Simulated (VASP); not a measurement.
# Co (Fd-3m) in VASP: single point with PBEsol

Aim: the single point of Co with PBEsol.

Program: VASP 6.6.1. These are calculated values, not measurements. Logs are shortened: lines on timing, memory, paths and dates and some standing lists are left out, and cuts for length are marked.

**1. The cell of the first run**

It takes space group Fd-3m (No. 227, cubic). Conventional cell: a = 4.627 Å, b = 4.627 Å, c = 4.627 Å, α = 90.00°, β = 90.00°, γ = 90.00°. Within 2.7 Å of Co (site symmetry -43m) lie 4 Co at 2.00 Å.

This isn't the form of Co at room conditions, which is hcp.

**2. Single point, PBEsol, collinear spin, ferromagnetic start**

Contents of INCAR:

```
SYSTEM = Co
ALGO = Normal ; EDIFF = 1E-6
ENCUT = 690 ; GGA = PS
GGA_COMPAT = .FALSE. ; ISIF = 2
ISMEAR = 0 ; ISPIN = 2
LASPH = .TRUE. ; LCHARG = .FALSE.
LMAXMIX = 4 ; LORBIT = 11
LREAL = .FALSE. ; LWAVE = .FALSE.
MAGMOM = 3 3 ; NBANDS = 28
NELM = 200 ; PREC = Accurate
SIGMA = 0.1
```

Contents of KPOINTS:

```
k-points
0
G
  6 6 6
  0 0 0
```

Contents of POSCAR:

```
Co
1.0
    0.0000000000      2.3137151500      2.3137151500
    2.3137151500      0.0000000000      2.3137151500
    2.3137151500      2.3137151500      0.0000000000
Co
2
Direct
    0.5000000000      0.5000000000      0.5000000000
    0.7500000000      0.7500000000      0.7500000000
```

Potentials or basis: VASP PAW PBE potentials, release 64 (Co_sv).

Run with:

```sh
$ cat potpaw_PBE.64/Co_sv/POTCAR > POTCAR
$ mpirun -np 1 vasp_std > vasp.out
```

OUTCAR:

```text
SYSTEM = Co
   EDIFF = 1E-6
   ENCUT = 690
   GGA = PS
   ISIF = 2
   ISMEAR = 0
   ISPIN = 2
   LASPH = .TRUE.
   LORBIT = 11
   LREAL = .FALSE.
   NELM = 200
   PREC = Accurate

 ion  position               nearest neighbor table
   1  0.500  0.500  0.500-   2 2.00   2 2.00   2 2.00   2 2.00
   2  0.750  0.750  0.750-   1 2.00   1 2.00   1 2.00   1 2.00

  LATTYP: Found a face centered cubic cell.
 ALAT       =     4.6274303000

  Lattice vectors:

 A1 = (   0.0000000000,   2.3137151500,   2.3137151500)
 A2 = (   2.3137151500,   0.0000000000,   2.3137151500)
 A3 = (   2.3137151500,   2.3137151500,   0.0000000000)

Analysis of symmetry for initial positions (statically):
=====================================================================
 Subroutine PRICEL returns:
 Original cell was already a primitive cell.

 Routine SETGRP: Setting up the symmetry group for a
 face centered cubic supercell.

 Subroutine GETGRP returns: Found 48 space group operations
 (whereof 24 operations were pure point group operations)
 out of a pool of 48 trial point group operations.

The static configuration has the point symmetry T_d .
 The point group associated with its full space group is O_h .

Analysis of symmetry for dynamics (positions and initial velocities):
=====================================================================
 Subroutine PRICEL returns:
 Original cell was already a primitive cell.

 Routine SETGRP: Setting up the symmetry group for a
 face centered cubic supercell.

 Subroutine GETGRP returns: Found 48 space group operations
 (whereof 24 operations were pure point group operations)
 out of a pool of 48 trial point group operations.

The dynamic configuration has the point symmetry T_d .
 The point group associated with its full space group is O_h .

Analysis of structural, dynamic, and magnetic symmetry:
=====================================================================
 Subroutine PRICEL returns:
 Original cell was already a primitive cell.

 Routine SETGRP: Setting up the symmetry group for a
 face centered cubic supercell.

 Subroutine GETGRP returns: Found 48 space group operations
 (whereof 24 operations were pure point group operations)
 out of a pool of 48 trial point group operations.

The overall configuration has the point symmetry T_d .
 The point group associated with its full space group is O_h .

 Subroutine INISYM returns: Found 48 space group operations
 (whereof 24 operations are pure point group operations),
 and found     1 'primitive' translations

----------------------------------------------------------------------------------------

                                     Primitive cell

  volume of cell :      24.7719

  direct lattice vectors                    reciprocal lattice vectors
     0.000000000  2.313715150  2.313715150    -0.216102661  0.216102661  0.216102661
     2.313715150  0.000000000  2.313715150     0.216102661 -0.216102661  0.216102661
     2.313715150  2.313715150  0.000000000     0.216102661  0.216102661 -0.216102661

  length of vectors
     3.272087345  3.272087345  3.272087345     0.374300788  0.374300788  0.374300788

  position of ions in fractional coordinates (direct lattice)
     0.500000000  0.500000000  0.500000000
     0.750000000  0.750000000  0.750000000

  ion indices of the primitive-cell ions
   primitive index   ion index
                 1           1
                 2           2

----------------------------------------------------------------------------------------

 KPOINTS: k-points

Automatic generation of k-mesh.
 Grid dimensions read from file:
 generate k-points for:    6    6    6

 Generating k-lattice:

  Cartesian coordinates                     Fractional coordinates (reciprocal lattice)
    -0.036017110  0.036017110  0.036017110     0.166666667  0.000000000  0.000000000
     0.036017110 -0.036017110  0.036017110     0.000000000  0.166666667  0.000000000
     0.036017110  0.036017110 -0.036017110     0.000000000  0.000000000  0.166666667

  Length of vectors
     0.062383465  0.062383465  0.062383465

  Shift w.r.t. Gamma in fractional coordinates (k-lattice)
     0.000000000  0.000000000  0.000000000

 Subroutine IBZKPT returns following result:
 ===========================================

 Found     16 irreducible k-points:

 Following reciprocal coordinates:
            Coordinates               Weight
  0.000000  0.000000  0.000000      1.000000
  0.166667  0.000000  0.000000      8.000000
  0.333333  0.000000  0.000000      8.000000
  0.500000  0.000000  0.000000      4.000000
  0.166667  0.166667  0.000000      6.000000
  0.333333  0.166667  0.000000     24.000000
[... 8 lines left out ...]
 -0.333333  0.333333  0.166667     24.000000
 -0.333333  0.500000  0.166667     12.000000
   k-points           NKPTS =     16   k-points in BZ     NKDIM =     16   number of bands    NBANDS=     28
   number of dos      NEDOS =    301   number of ions     NIONS =      2
   total plane-waves  NPLWV =  21952
   dimension x,y,z NGX =    28 NGY =   28 NGZ =   28
   dimension x,y,z NGXF=    56 NGYF=   56 NGZF=   56
   ions per type =               2
   NGX,Y,Z   is equivalent  to a cutoff of  14.23, 14.23, 14.23 a.u.
   NGXF,Y,Z  is equivalent  to a cutoff of  28.45, 28.45, 28.45 a.u.
 SYSTEM =  Co
   PREC   = accura    normal or accurate (medium, high low for compatibility)
   ISTART =      0    job   : 0-new  1-cont  2-samecut
   ICHARG =      2    charge: 1-file 2-atom 10-const
   ISPIN  =      2    spin polarized calculation?
   LNONCOLLINEAR =      F non collinear calculations
   LSORBIT =      F    spin-orbit coupling
   LASPH  =      T    aspherical Exc in radial PAW
   ENCUT  =  690.0 eV  50.71 Ry    7.12 a.u.   7.01  7.01  7.01*2*pi/ulx,y,z
   NELM   =    200;   NELMIN=  2; NELMDL= -5     # of ELM steps
   EDIFF  = 0.1E-05   stopping-criterion for ELM
   LREAL  =      F    real-space projection
   EDIFFG = 0.1E-04   stopping-criterion for IOM
   NSW    =      0    number of steps for IOM
   IBRION =     -1    ionic relax: 0-MD 1-quasi-New 2-CG
   NFREE  =      0    steps in history (QN), initial steepest desc. (CG)
   ISIF   =      2    stress and relaxation
   ISYM   =      2    0-nonsym 1-usesym 2-fastsym
   POTIM  = 0.5000    time-step for ionic-motion
   TEBEG  =    0.0;   TEEND  =   0.0 temperature during run
   PSTRESS=    0.0 pullay stress
   NELECT =      34.0000    total number of electrons
   NUPDOWN=      -1.0000    fix difference up-down
   EMIN   =  10.00;   EMAX   =-10.00  energy-range for DOS
   EFERMI =   0.00;   METHOD = LEGACY
   ISMEAR =     0;   SIGMA  =   0.10  broadening in eV -4-tet -1-fermi 0-gaus
   EFERMI_NEDOS =   21; number of points for ismear=-14 and -15
   IALGO  =     38    algorithm
   IMIX   =      4    mixing-type and parameters
     AMIX     =   0.40;   BMIX     =  1.00
     AMIX_MAG =   1.60;   BMIX_MAG =  1.00
  volume/ion in A,a.u.               =      12.39        83.58
  Fermi-wavevector in a.u.,A,eV,Ry     =   1.819343  3.438060 45.035405  3.310009
  Thomas-Fermi vector in A             =   2.876148
   LORBIT       =     11    0 simple, 1 ext, 2 COOP (PROOUT), +10 PAW based schemes
   GGA     = PS    functional components
   LHFCALC =     F    Hartree Fock is set to
   AEXX    =    0.0000 exact exchange contribution
   IVDW    =     0    specifies the selected vdW correction
   LEPSILON=     F    determine dielectric tensor
   LRPA    =     F    only Hartree local field effects (RPA)
 spin polarized calculation
 Gauss-broadening in eV      SIGMA  =   0.10
  energy-cutoff  :      690.00
  volume of cell :       24.77
 maximum number of plane-waves:      1034
   NGX = 13   NGY = 13   NGZ = 13

 number of electron      33.9999976 magnetization      -0.0042618

 number of electron      33.9999976 magnetization       0.0001417

 Free energy of the ion-electron system (eV)
  ---------------------------------------------------
  ext. energy  EPLUGINS =         0.00000000
  ---------------------------------------------------
  free energy    TOTEN  =       -12.48233709 eV

  energy without entropy =      -12.46969504  energy(sigma->0) =      -12.47601607

 E-fermi :  10.0231     XC(G=0): -12.9666

 val. band max:        9.9423020709   @ k =   0.5000   0.3333   0.1667
 cond. band min:      10.0620605348   @ k =  -0.1667   0.1667   0.0000
 fundamental gap:      0.1197584639
 Fermi energy:        10.0230758002

 spin component 1

 k-point     1 :       0.0000    0.0000    0.0000
  band No.  band energies     occupation
      1     -85.4744      1.00000
      2     -85.0060      1.00000
      3     -49.0365      1.00000
      4     -49.0365      1.00000
      5     -49.0365      1.00000
      6     -48.3587      1.00000
[... 20 lines left out ...]
     27      28.1518      0.00000
     28      29.6330      0.00000
[... 435 lines left out ...]
 k-point    16 :      -0.3333    0.5000    0.1667
  band No.  band energies     occupation
      1     -85.2415      1.00000
      2     -85.2415      1.00000
      3     -49.1933      1.00000
      4     -49.1933      1.00000
      5     -48.7023      1.00000
      6     -48.7023      1.00000
[... 20 lines left out ...]
     27      38.5216      0.00000
     28      38.5247      0.00000
 Fermi energy:        10.0230758002

 spin component 2

 k-point     1 :       0.0000    0.0000    0.0000
  band No.  band energies     occupation
      1     -85.4743      1.00000
      2     -85.0060      1.00000
      3     -49.0365      1.00000
      4     -49.0365      1.00000
      5     -49.0365      1.00000
      6     -48.3586      1.00000
[... 20 lines left out ...]
     27      28.1518      0.00000
     28      29.6331      0.00000
[... 435 lines left out ...]
 k-point    16 :      -0.3333    0.5000    0.1667
  band No.  band energies     occupation
      1     -85.2414      1.00000
      2     -85.2414      1.00000
      3     -49.1932      1.00000
      4     -49.1932      1.00000
      5     -48.7022      1.00000
      6     -48.7022      1.00000
[... 20 lines left out ...]
     27      38.5216      0.00000
     28      38.5334      0.00000

------------------------ aborting loop because EDIFF is reached ----------------------------------------

  FORCE on cell =-STRESS in cart. coord.  units (eV):
  Direction    XX          YY          ZZ          XY          YZ          ZX
  --------------------------------------------------------------------------------------
  -------------------------------------------------------------------------------------
  Total        4.2236790      4.2236790      4.2236790     -0.0000000     -0.0000000      0.0000000
  in kB      273.1755443    273.1755443    273.1755443     -0.0000000     -0.0000000      0.0000000
  external PRESSURE =     273.1755443 kB  Pullay stress =       0.0000000 kB

 VOLUME and BASIS-vectors are now :
 -----------------------------------------------------------------------------
  energy-cutoff  :      690.00
  volume of cell :       24.77
      direct lattice vectors                 reciprocal lattice vectors
     0.000000000  2.313715150  2.313715150    -0.216102661  0.216102661  0.216102661
     2.313715150  0.000000000  2.313715150     0.216102661 -0.216102661  0.216102661
     2.313715150  2.313715150  0.000000000     0.216102661  0.216102661 -0.216102661

 POSITION                                       TOTAL-FORCE (eV/Angst)
 -----------------------------------------------------------------------------------
      2.31372      2.31372      2.31372         0.000000      0.000000      0.000000
      3.47057      3.47057      3.47057        -0.000000     -0.000000     -0.000000
 -----------------------------------------------------------------------------------
    total drift:                                0.000000      0.000000      0.000000

  FREE ENERGIE OF THE ION-ELECTRON SYSTEM (eV)
  ---------------------------------------------------
  free  energy   TOTEN  =       -12.4823370947 eV

  energy  without entropy=      -12.4696950361  energy(sigma->0) =      -12.47601607

 total charge

# of ion       s       p       d       tot
------------------------------------------
    1        2.330   6.132   6.862  15.325
    2        2.330   6.132   6.862  15.325
--------------------------------------------------
tot          4.661  12.265  13.724  30.650

 magnetization (x)

# of ion       s       p       d       tot
------------------------------------------
    1       -0.000  -0.000  -0.000  -0.000
    2       -0.000  -0.000  -0.000  -0.000
--------------------------------------------------
tot         -0.000  -0.000  -0.000  -0.000
```

Run time: 20 s. Hardware: 1 thread of AMD EPYC 9R45 (Zen 5), shared host; peak memory 0.15 GiB.

What came out:

* Free energy: -12.4823 eV
* Pressure: 27.3 GPa
* Band gap on the k mesh: zero (filled and empty bands overlap)
* Net moment: 0.00 μB per cell
* Valence electrons inside the program's atomic spheres: Co 15.32

Caveat: the k points lie up to 0.39 Å⁻¹ apart, too coarse for converged energies and pressures of a metal; the moments typed at the start vanished in this run; the PAW data sets were made with another functional, which shifts forces and pressure a little.

The gap in the log of VASP goes by the Fermi energy; the results here count the filled bands.